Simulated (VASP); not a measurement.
# TiB2 (P6/mmm) in VASP: notebook, part 3 of 3

VASP 6.6.1. The steps go on from the part before.

## Step 5: Single point, PBE

This run uses another cell than the first one, of 8.34 Å³/atom, 1.083 times its volume.

The input, INCAR:

```
SYSTEM = TiB2
PREC = Accurate
ENCUT = 520
EDIFF = 1E-6
ISMEAR = 1
SIGMA = 0.15
LREAL = .False.
LASPH = .True.
NELM = 60
ALGO = Normal
ISIF = 2
LWAVE = .False.
LCHARG = .False.
GGA = PE
NBANDS = 16
```

The input, KPOINTS:

```
regular mesh
0
Gamma
  11 11 9
  0 0 0
```

The input, POSCAR:

```
TiB2
1.0
    3.0037433343      0.0000000000      0.0000000000
   -1.5018716671      2.6013180308      0.0000000000
    0.0000000000      0.0000000000      3.2012693055
Ti B
1 2
Direct
    0.0000000000      0.0000000000      0.0000000000
    0.3333333333      0.6666666667      0.5000000000
    0.6666666667      0.3333333333      0.5000000000
```

Command:

```
$ cat potpaw_PBE.64/Ti_sv/POTCAR potpaw_PBE.64/B/POTCAR > POTCAR
$ mpirun -np 1 vasp_std > vasp.out
```

Run time: 56 s. Hardware: 1 thread of AMD EPYC 7R13, shared host; peak memory 0.13 GiB.

The run converged. Its results:

- Free energy: -24.4141 eV
- Pressure: 7.3 GPa
- Band gap on the k mesh: zero (band 9 reaches 10.47 eV, above the bottom of band 10 at 10.01 eV)

Stress tensor (GPa, compression positive):
```
8.10 0.00 0.00
0.00 8.10 0.00
0.00 0.00 5.58
```

Levels at points of the mesh, in eV from the Fermi level:
| k point | band 7 | band 8 | band 9 | band 10 | band 11 | band 12 |
| --- | --- | --- | --- | --- | --- | --- |
| (0.00, 0.00, 0.00) | -2.62 | -2.31 | -2.15 | 1.99 | 1.99 | 3.80 |

## Step 6: Single point, PBE

This run uses another cell than the first one, of 8.55 Å³/atom, 1.111 times its volume.

The input, INCAR:

```
SYSTEM = TiB2
  PREC = Accurate
  ENCUT = 520
  EDIFF = 1E-6
  ISMEAR = 1
  SIGMA = 0.15
  LREAL = .False.
  LASPH = .True.
  NELM = 80
  ALGO = Normal
  ISIF = 2
  LWAVE = .False.
  LCHARG = .False.
  GGA = PE
  NBANDS = 16
```

KPOINTS is that of step 5.

The input, POSCAR:

```
TiB2
1.0
    3.0292000000      0.0000000000      0.0000000000
   -1.5146000000      2.6233641500      0.0000000000
    0.0000000000      0.0000000000      3.2284000000
Ti B
1 2
Direct
    0.0000000000      0.0000000000      0.0000000000
    0.3333333333      0.6666666667      0.5000000000
    0.6666666667      0.3333333333      0.5000000000
```

Potentials or basis: VASP PAW PBE potentials, release 64 (Ti_sv, B).

Command:

```
$ cat potpaw_PBE.64/Ti_sv/POTCAR potpaw_PBE.64/B/POTCAR > POTCAR
$ mpirun -np 1 vasp_std > vasp.out
```

OUTCAR:

```text
SYSTEM = TiB2
   PREC = Accurate
   ENCUT = 520
   EDIFF = 1E-6
   ISMEAR = 1
   LREAL = .False.
   LASPH = .True.
   NELM = 80
   ISIF = 2
   GGA = PE

 ion  position               nearest neighbor table
   1  0.000  0.000  0.000-   2 2.38   2 2.38   3 2.38   3 2.38   2 2.38   3 2.38   2 2.38   3 2.38
                             3 2.38   3 2.38   2 2.38   2 2.38
   2  0.333  0.667  0.500-   3 1.75   3 1.75   3 1.75   1 2.38   1 2.38   1 2.38   1 2.38   1 2.38
                             1 2.38
   3  0.667  0.333  0.500-   2 1.75   2 1.75   2 1.75   1 2.38   1 2.38   1 2.38   1 2.38   1 2.38
                             1 2.38

  LATTYP: Found a hexagonal cell.
 ALAT       =     3.0292000000
 C/A-ratio  =     1.0657599366

  Lattice vectors:

 A1 = (   3.0292000000,   0.0000000000,   0.0000000000)
 A2 = (  -1.5146000000,   2.6233641500,   0.0000000000)
 A3 = (   0.0000000000,   0.0000000000,   3.2284000000)

Analysis of symmetry for initial positions (statically):
=====================================================================
 Subroutine PRICEL returns:
 Original cell was already a primitive cell.

 Routine SETGRP: Setting up the symmetry group for a
 hexagonal supercell.

 Subroutine GETGRP returns: Found 24 space group operations
 (whereof 24 operations were pure point group operations)
 out of a pool of 24 trial point group operations.

The static configuration has the point symmetry D_6h.

Analysis of symmetry for dynamics (positions and initial velocities):
=====================================================================
 Subroutine PRICEL returns:
 Original cell was already a primitive cell.

 Routine SETGRP: Setting up the symmetry group for a
 hexagonal supercell.

 Subroutine GETGRP returns: Found 24 space group operations
 (whereof 24 operations were pure point group operations)
 out of a pool of 24 trial point group operations.

The dynamic configuration has the point symmetry D_6h.

 Subroutine INISYM returns: Found 24 space group operations
 (whereof 24 operations are pure point group operations),
 and found     1 'primitive' translations
[... 120 lines left out ...]
  Thomas-Fermi vector in A             =   2.571823
   LORBIT       =      0    0 simple, 1 ext, 2 COOP (PROOUT), +10 PAW based schemes
   GGA     = PE    functional components
   LHFCALC =     F    Hartree Fock is set to
   AEXX    =    0.0000 exact exchange contribution
   IVDW    =     0    specifies the selected vdW correction
   LEPSILON=     F    determine dielectric tensor
   LRPA    =     F    only Hartree local field effects (RPA)
 non-spin polarized calculation
 Methfessel and Paxton  Order N= 1 SIGMA  =   0.15
  energy-cutoff  :      520.00
  volume of cell :       25.66
 maximum number of plane-waves:       721
 NGX is ok and might be reduce to    24
   NGX = 11   NGY = 11   NGZ = 13

 number of electron      18.0000002 magnetization

 Free energy of the ion-electron system (eV)
  ---------------------------------------------------
  ext. energy  EPLUGINS =         0.00000000
  ---------------------------------------------------
  free energy    TOTEN  =       -24.42938459 eV

  energy without entropy =      -24.42935828  energy(sigma->0) =      -24.42937582

 E-fermi :   9.9665     XC(G=0): -12.7688

 val. band max:        9.9539719804   @ k =   0.1818   0.1818   0.1111
 cond. band min:       9.9873893801   @ k =   0.0909   0.0000   0.3333
 fundamental gap:      0.0334173997
 Fermi energy:         9.9665203931

 k-point     1 :       0.0000    0.0000    0.0000
  band No.  band energies     occupation
      1     -46.9623      2.00000
      2     -23.3118      2.00000
      3     -22.9998      2.00000
      4     -22.9998      2.00000
      5      -3.5079      2.00000
      6       7.3975      2.00000
[... 433 lines left out ...]
      3     -23.1833      2.00000
      4     -23.0488      2.00000
      5      -2.2989      2.00000
      6       5.1021      2.00000
[... 8 lines left out ...]
     15      17.8598      0.00000
     16      18.9891      0.00000

 [... further k-points ...]

------------------------ aborting loop because EDIFF is reached ----------------------------------------

  FORCE on cell =-STRESS in cart. coord.  units (eV):
  Direction    XX          YY          ZZ          XY          YZ          ZX
  --------------------------------------------------------------------------------------
  -------------------------------------------------------------------------------------
  Total        0.1245193      0.1245193     -0.0403352      0.0000000     -0.0000000      0.0000000
  in kB        7.7763071      7.7763071     -2.5189600      0.0000000     -0.0000000      0.0000000
  external PRESSURE =       4.3445514 kB  Pullay stress =       0.0000000 kB

 VOLUME and BASIS-vectors are now :
 -----------------------------------------------------------------------------
  energy-cutoff  :      520.00
  volume of cell :       25.66
      direct lattice vectors                 reciprocal lattice vectors
     3.029200000  0.000000000  0.000000000     0.330120164  0.190594966  0.000000000
    -1.514600000  2.623364150  0.000000000     0.000000000  0.381189931  0.000000000
     0.000000000  0.000000000  3.228400000     0.000000000  0.000000000  0.309750960

 POSITION                                       TOTAL-FORCE (eV/Angst)
 -----------------------------------------------------------------------------------
      0.00000      0.00000      0.00000        -0.000000      0.000000     -0.000000
     -0.00000      1.74891      1.61420        -0.000000      0.000000      0.000000
      1.51460      0.87445      1.61420         0.000000      0.000000     -0.000000
 -----------------------------------------------------------------------------------
    total drift:                               -0.000000      0.000000      0.000000

  FREE ENERGIE OF THE ION-ELECTRON SYSTEM (eV)
  ---------------------------------------------------
  free  energy   TOTEN  =       -24.4293845853 eV

  energy  without entropy=      -24.4293582811  energy(sigma->0) =      -24.42937582
```

Run time: 60 s. Hardware: 1 thread of AMD EPYC 7R13, shared host; peak memory 0.13 GiB.

What came out:

```yaml
Free_energy: -24.4294 eV
Pressure: 0.4 GPa
Band_gap_on_the_k_mesh: zero (band 9 reaches 10.18 eV, above the bottom of band 10 at 9.74 eV)
```

Stress tensor (GPa, compression positive):
```
 0.78  0.00  0.00
 0.00  0.78  0.00
 0.00  0.00 -0.25
```

Levels at points of the mesh, in eV from the Fermi level:
| k point | band 5 | band 6 | band 7 | band 8 | band 9 | band 10 | band 11 | band 12 | band 13 | band 14 |
| --- | --- | --- | --- | --- | --- | --- | --- | --- | --- | --- |
| (0.00, 0.00, 0.00) | -13.47 | -2.57 | -2.57 | -2.30 | -2.08 | 1.92 | 1.92 | 3.68 | 3.68 | 5.80 |

## Step 7: Summary

| cell | gap on the mesh (eV) | pressure (GPa) |
| --- | --- | --- |
| a = 2.925, b = 2.925, c = 3.117 Å, angles 90.0, 90.0, 120.0°, 3 atoms | none | 33.4 |
| a = 2.951, b = 2.951, c = 3.146 Å, angles 90.0, 90.0, 120.0°, 3 atoms | none | 23.6 |
| a = 2.978, b = 2.978, c = 3.174 Å, angles 90.0, 90.0, 120.0°, 3 atoms | none | 15.0 |
| a = 3.004, b = 3.004, c = 3.201 Å, angles 90.0, 90.0, 120.0°, 3 atoms | none | 7.3 |
| a = 3.029, b = 3.029, c = 3.228 Å, angles 90.0, 90.0, 120.0°, 3 atoms | none | 0.4 |

Alike in all rows: task single point; level PBE; potentials or basis VASP PAW PBE potentials, release 64 (Ti_sv, B); no spin polarisation; k mesh 11 × 11 × 9; cutoff (eV) 520; smearing methfessel-paxton 0.15 eV.

Total energies depend on the potentials used, so only differences within one code and one set of settings carry meaning.
